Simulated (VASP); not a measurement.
# WS2 (C2/m) in VASP: single point with PBEsol+D3(BJ)

Aim: the single point of WS2 with PBEsol+D3(BJ).

Program: VASP 6.6.1. These are calculated values, not measurements. Logs are shortened: lines on timing, memory, paths and dates and some standing lists are left out, and cuts for length are marked.

### 1 The cell of the first run

The structure is monoclinic, space group C2/m (No. 12). Conventional cell: a = 5.395 Å, b = 3.115 Å, c = 11.774 Å, α = 90.00°, β = 91.72°, γ = 90.00°. W (site symmetry m) has 6 S at 2.35 to 2.42 Å and 6 W at 3.11 Å within 3.2 Å. Within 3.4 Å of S (site symmetry m) lie 3 W at 2.35 to 2.41 Å and 10 S at 3.11 to 3.32 Å. Within 3.4 Å of S (site symmetry m) lie 3 W at 2.37 to 2.42 Å and 10 S at 3.11 to 3.30 Å.

### 2 Single point, PBEsol+D3(BJ) (strain -0.0300 x Voigt [0, 0, 0, 1, 0, 0])

The input, INCAR:

```
PREC = Accurate
ENCUT = 520
EDIFF = 1E-6
ISMEAR = 0
SIGMA = 0.05
LREAL = False
LASPH = True
NELM = 60
ALGO = Normal
ISIF = 2
LWAVE = False
LCHARG = False
GGA = PS
IVDW = 12
NBANDS = 35
```

The input, KPOINTS:

```
Automatic mesh
0
Gamma
  12 12 4
```

The input, POSCAR:

```
WS2
1.0
    3.1147273971      0.0000000000      0.0000000000
   -1.5573636985      2.6974330517     -0.0404614958
    0.0000000000     -0.1765837001     11.7722466704
W S
2 4
Direct
    0.3333333333      0.6666666667      0.2500000000
    0.6666666667      0.3333333333      0.7500000000
    0.3333333333      0.6666666667      0.6164531912
    0.6666666667      0.3333333333      0.1164531912
    0.3333333333      0.6666666667      0.8835468088
    0.6666666667      0.3333333333      0.3835468088
```

Potentials or basis: VASP PAW PBE potentials, release 64 (W_sv, S).

Launch:

```sh
$ cat potpaw_PBE.64/W_sv/POTCAR potpaw_PBE.64/S/POTCAR > POTCAR
$ mpirun -np 1 vasp_std > vasp.out
```

OUTCAR:

```text
PREC = Accurate
   ENCUT = 520
   EDIFF = 1E-6
   ISMEAR = 0
   LREAL = False
   LASPH = True
   NELM = 60
   ISIF = 2
   GGA = PS
   IVDW = 12
 IVDW          = 12

 ion  position               nearest neighbor table
   1  0.333  0.667  0.250-   6 2.35   4 2.37   4 2.37   6 2.41   6 2.41   4 2.42
   2  0.667  0.333  0.750-   3 2.35   5 2.37   5 2.37   3 2.41   3 2.41   5 2.42
   3  0.333  0.667  0.616-   2 2.35   2 2.41   2 2.41
   4  0.667  0.333  0.116-   1 2.37   1 2.37   1 2.42
   5  0.333  0.667  0.884-   2 2.37   2 2.37   2 2.42
   6  0.667  0.333  0.384-   1 2.35   1 2.41   1 2.41

  LATTYP: Found a base centered monoclinic cell.
 ALAT       =     5.3954729917
 B/A-ratio  =     0.5772853283
 C/A-ratio  =     2.1821202686
 COS(beta)  =    -0.0299932515

  Lattice vectors:

 A1 = (   1.5573636986,   2.6974330517,  -0.0404614958)
 A2 = (  -1.5573636985,   2.6974330517,  -0.0404614958)
 A3 = (   0.0000000000,  -0.1765837001,  11.7722466704)

Analysis of symmetry for initial positions (statically):
=====================================================================
 Subroutine PRICEL returns:
 Original cell was already a primitive cell.

 Routine SETGRP: Setting up the symmetry group for a
 base centered monoclinic supercell.

 Subroutine GETGRP returns: Found  4 space group operations
 (whereof  4 operations were pure point group operations)
 out of a pool of  4 trial point group operations.

The static configuration has the point symmetry C_2h.

Analysis of symmetry for dynamics (positions and initial velocities):
=====================================================================
 Subroutine PRICEL returns:
 Original cell was already a primitive cell.

 Routine SETGRP: Setting up the symmetry group for a
 base centered monoclinic supercell.

 Subroutine GETGRP returns: Found  4 space group operations
 (whereof  4 operations were pure point group operations)
 out of a pool of  4 trial point group operations.

The dynamic configuration has the point symmetry C_2h.

 Subroutine INISYM returns: Found  4 space group operations
 (whereof  4 operations are pure point group operations),
 and found     1 'primitive' translations

----------------------------------------------------------------------------------------

                                     Primitive cell

  volume of cell :      98.8854

  direct lattice vectors                    reciprocal lattice vectors
     3.114727397  0.000000000  0.000000000     0.321055384  0.185403128  0.002781047
    -1.557363698  2.697433052 -0.040461496     0.000000000  0.370806256  0.005562094
     0.000000000 -0.176583700 11.772246670     0.000000000  0.001274470  0.084964670

  length of vectors
     3.114727397  3.114990191 11.773570974     0.370754115  0.370847969  0.084974228

  position of ions in fractional coordinates (direct lattice)
     0.333333333  0.666666667  0.250000000
     0.666666667  0.333333333  0.750000000
     0.333333333  0.666666667  0.616453191
     0.666666667  0.333333333  0.116453191
     0.333333333  0.666666667  0.883546809
     0.666666667  0.333333333  0.383546809

  ion indices of the primitive-cell ions
   primitive index   ion index
                 1           1
                 2           2
                 3           3
                 4           4
                 5           5
                 6           6

----------------------------------------------------------------------------------------

 KPOINTS: Automatic mesh

Automatic generation of k-mesh.
 Grid dimensions read from file:
 generate k-points for:   12   12    4

 Generating k-lattice:

  Cartesian coordinates                     Fractional coordinates (reciprocal lattice)
     0.026754615  0.015450261  0.000231754     0.083333333  0.000000000  0.000000000
     0.000000000  0.030900521  0.000463508     0.000000000  0.083333333 -0.000000000
     0.000000000  0.000318618  0.021241167     0.000000000  0.000000000  0.250000000

  Length of vectors
     0.030896176  0.030903997  0.021243557

  Shift w.r.t. Gamma in fractional coordinates (k-lattice)
     0.000000000  0.000000000  0.000000000

 Subroutine IBZKPT returns following result:
 ===========================================

 Found    164 irreducible k-points:

 Following reciprocal coordinates:
            Coordinates               Weight
  0.000000  0.000000  0.000000      1.000000
  0.083333  0.000000  0.000000      4.000000
  0.166667  0.000000  0.000000      4.000000
  0.250000  0.000000  0.000000      4.000000
  0.333333  0.000000  0.000000      4.000000
  0.416667  0.000000  0.000000      4.000000
[... 16 lines left out ...]
  0.333333  0.166667 -0.000000      4.000000
  0.416667  0.166667  0.000000      4.000000
 [... further k-points ...]
   k-points           NKPTS =    164   k-points in BZ     NKDIM =    164   number of bands    NBANDS=     35
   number of dos      NEDOS =    301   number of ions     NIONS =      6
   total plane-waves  NPLWV =  51840
   dimension x,y,z NGX =    24 NGY =   24 NGZ =   90
   dimension x,y,z NGXF=    48 NGYF=   48 NGZF=  180
   ions per type =               2   4
   NGX,Y,Z   is equivalent  to a cutoff of  12.81, 12.81, 12.71 a.u.
   NGXF,Y,Z  is equivalent  to a cutoff of  25.62, 25.62, 25.42 a.u.
 SYSTEM =  unknown system
   PREC   = accura    normal or accurate (medium, high low for compatibility)
   ISTART =      0    job   : 0-new  1-cont  2-samecut
   ICHARG =      2    charge: 1-file 2-atom 10-const
   ISPIN  =      1    spin polarized calculation?
   LNONCOLLINEAR =      F non collinear calculations
   LSORBIT =      F    spin-orbit coupling
   LASPH  =      T    aspherical Exc in radial PAW
   ENCUT  =  520.0 eV  38.22 Ry    6.18 a.u.   5.79  5.79 21.89*2*pi/ulx,y,z
   NELM   =     60;   NELMIN=  2; NELMDL= -5     # of ELM steps
   EDIFF  = 0.1E-05   stopping-criterion for ELM
   LREAL  =      F    real-space projection
   EDIFFG = 0.1E-04   stopping-criterion for IOM
   NSW    =      0    number of steps for IOM
   IBRION =     -1    ionic relax: 0-MD 1-quasi-New 2-CG
   NFREE  =      0    steps in history (QN), initial steepest desc. (CG)
   ISIF   =      2    stress and relaxation
   ISYM   =      2    0-nonsym 1-usesym 2-fastsym
   POTIM  = 0.5000    time-step for ionic-motion
   TEBEG  =    0.0;   TEEND  =   0.0 temperature during run
   PSTRESS=    0.0 pullay stress
   NELECT =      52.0000    total number of electrons
   NUPDOWN=      -1.0000    fix difference up-down
   EMIN   =  10.00;   EMAX   =-10.00  energy-range for DOS
   EFERMI =   0.00;   METHOD = LEGACY
   ISMEAR =     0;   SIGMA  =   0.05  broadening in eV -4-tet -1-fermi 0-gaus
   EFERMI_NEDOS =   21; number of points for ismear=-14 and -15
   IALGO  =     38    algorithm
   IMIX   =      4    mixing-type and parameters
     AMIX     =   0.40;   BMIX     =  1.00
     AMIX_MAG =   1.60;   BMIX_MAG =  1.00
  volume/ion in A,a.u.               =      16.48       111.22
  Fermi-wavevector in a.u.,A,eV,Ry     =   1.321392  2.497070 23.756835  1.746078
  Thomas-Fermi vector in A             =   2.451150
   LORBIT       =      0    0 simple, 1 ext, 2 COOP (PROOUT), +10 PAW based schemes
   GGA     = PS    functional components
   LHFCALC =     F    Hartree Fock is set to
   AEXX    =    0.0000 exact exchange contribution
   IVDW    =    12    specifies the selected vdW correction
   LEPSILON=     F    determine dielectric tensor
   LRPA    =     F    only Hartree local field effects (RPA)
 non-spin polarized calculation
 Gauss-broadening in eV      SIGMA  =   0.05
  energy-cutoff  :      520.00
  volume of cell :       98.89
 maximum number of plane-waves:      2691
   NGX = 11   NGY = 11   NGZ = 43

 number of electron      52.0000003 magnetization

 Free energy of the ion-electron system (eV)
  ---------------------------------------------------
  ext. energy  EPLUGINS =         0.00000000
  ---------------------------------------------------
  free energy    TOTEN  =       -50.39663142 eV

  energy without entropy =      -50.39663142  energy(sigma->0) =      -50.39663142

 E-fermi :   8.9029     XC(G=0): -11.5854

 val. band max:        8.4758879318   @ k =   0.0000   0.0000   0.0000
 cond. band min:       9.1487714420   @ k =   0.1667   0.1667   0.0000
 fundamental gap:      0.6728835103
 Fermi energy:         8.9029018006

 k-point     1 :       0.0000    0.0000    0.0000
  band No.  band energies     occupation
      1     -66.1711      2.00000
      2     -66.1710      2.00000
      3     -30.4798      2.00000
      4     -30.4796      2.00000
      5     -30.2513      2.00000
      6     -30.2513      2.00000
[... 27 lines left out ...]
     34      11.0606      0.00000
     35      13.3164      0.00000

 k-point     2 :       0.0833    0.0000    0.0000
  band No.  band energies     occupation
      1     -66.1695      2.00000
      2     -66.1695      2.00000
      3     -30.4744      2.00000
      4     -30.4743      2.00000
      5     -30.2798      2.00000
      6     -30.2798      2.00000
[... 27 lines left out ...]
     34      11.0302      0.00000
     35      13.8831      0.00000

 k-point     3 :       0.1667    0.0000    0.0000
  band No.  band energies     occupation
      1     -66.1653      2.00000
      2     -66.1653      2.00000
      3     -30.4599      2.00000
      4     -30.4598      2.00000
      5     -30.3587      2.00000
      6     -30.3587      2.00000
[... 27 lines left out ...]
     34      11.5631      0.00000
     35      15.0238      0.00000

 k-point     4 :       0.2500    0.0000    0.0000
  band No.  band energies     occupation
      1     -66.1595      2.00000
      2     -66.1595      2.00000
      3     -30.4650      2.00000
      4     -30.4650      2.00000
      5     -30.4399      2.00000
      6     -30.4398      2.00000
[... 27 lines left out ...]
     34      12.1689      0.00000
     35      15.1501      0.00000

 k-point     5 :       0.3333    0.0000    0.0000
  band No.  band energies     occupation
      1     -66.1537      2.00000
      2     -66.1537      2.00000
      3     -30.5692      2.00000
      4     -30.5692      2.00000
      5     -30.4199      2.00000
      6     -30.4199      2.00000
[... 638 lines left out ...]
 k-point    22 :       0.2500    0.1667    0.0000
  band No.  band energies     occupation
      1     -66.1516      2.00000
      2     -66.1516      2.00000
      3     -30.5691      2.00000
      4     -30.5691      2.00000
      5     -30.4127      2.00000
      6     -30.4126      2.00000
[... 27 lines left out ...]
     34      13.3017      0.00000
     35      14.5360      0.00000

 k-point    23 :       0.3333    0.1667   -0.0000
  band No.  band energies     occupation
      1     -66.1480      2.00000
      2     -66.1479      2.00000
      3     -30.6194      2.00000
      4     -30.6194      2.00000
      5     -30.4056      2.00000
      6     -30.4056      2.00000
[... 27 lines left out ...]
     34      13.4007      0.00000
     35      13.6268      0.00000

 k-point    24 :       0.4167    0.1667    0.0000
  band No.  band energies     occupation
      1     -66.1466      2.00000
      2     -66.1466      2.00000
      3     -30.6375      2.00000
      4     -30.6375      2.00000
      5     -30.4167      2.00000
      6     -30.4167      2.00000
[... 27 lines left out ...]
     34      13.3483      0.00000
     35      13.5709      0.00000

 [... further k-points ...]

------------------------ aborting loop because EDIFF is reached ----------------------------------------

 Edisp (eV)   -2.49808

 E8    (eV) :    -1.6211

  FORCE on cell =-STRESS in cart. coord.  units (eV):
  Direction    XX          YY          ZZ          XY          YZ          ZX
  --------------------------------------------------------------------------------------
  -------------------------------------------------------------------------------------
  Total       0.15716     0.24261     0.28933     0.00000     3.36867     0.00000
  in kB       2.54630     3.93080     4.68788     0.00000    54.58038     0.00000
  external pressure =        3.72 kB  Pullay stress =        0.00 kB

 VOLUME and BASIS-vectors are now :
 -----------------------------------------------------------------------------
  energy-cutoff  :      520.00
  volume of cell :       98.89
      direct lattice vectors                 reciprocal lattice vectors
     3.114727397  0.000000000  0.000000000     0.321055384  0.185403128  0.002781047
    -1.557363698  2.697433052 -0.040461496     0.000000000  0.370806256  0.005562094
     0.000000000 -0.176583700 11.772246670     0.000000000  0.001274470  0.084964670

 POSITION                                       TOTAL-FORCE (eV/Angst)
 -----------------------------------------------------------------------------------
     -0.00000      1.75414      2.91609        -0.000000     -0.037628     -0.001263
      1.55736      0.76671      8.81570         0.000000      0.037628      0.001263
     -0.00000      1.68943      7.23006        -0.000000     -0.493168     -0.048985
      1.55736      0.87858      1.35743        -0.000000     -0.449905     -0.047400
     -0.00000      1.64227     10.37436         0.000000      0.449905      0.047400
      1.55736      0.83142      4.50172         0.000000      0.493168      0.048985
 -----------------------------------------------------------------------------------
    total drift:                                0.000000      0.000000     -0.000000

  FREE ENERGIE OF THE ION-ELECTRON SYSTEM (eV)
  ---------------------------------------------------
  free  energy   TOTEN  =       -52.8947082788 eV

  energy  without entropy=      -52.8947082788  energy(sigma->0) =      -52.89470828
```

Run time: 14 min. Hardware: 1 thread of Intel Xeon 8259CL, shared host; peak memory 0.55 GiB.

Results:

* Free energy: -52.8947 eV
* Pressure: 0.4 GPa
* Largest force: 0.496 eV/Å
* Band gap on the k mesh: 0.67 eV (least direct gap 1.91 eV)
* Dispersion energy per atom: -0.416 eV

Forces in eV/Å, atoms in the order of the input:
```
W    0.000 -0.038 -0.001
W    0.000  0.038  0.001
S    0.000 -0.493 -0.049
S    0.000 -0.450 -0.047
S    0.000  0.450  0.047
S    0.000  0.493  0.049
```

Caveat: the cell differs from its parent crystal (strain -0.0300 x Voigt [0, 0, 0, 1, 0, 0]); the PAW data sets were made with another functional, which shifts forces and pressure a little; spin-orbit coupling is left out, which moves the levels of the heavy elements.
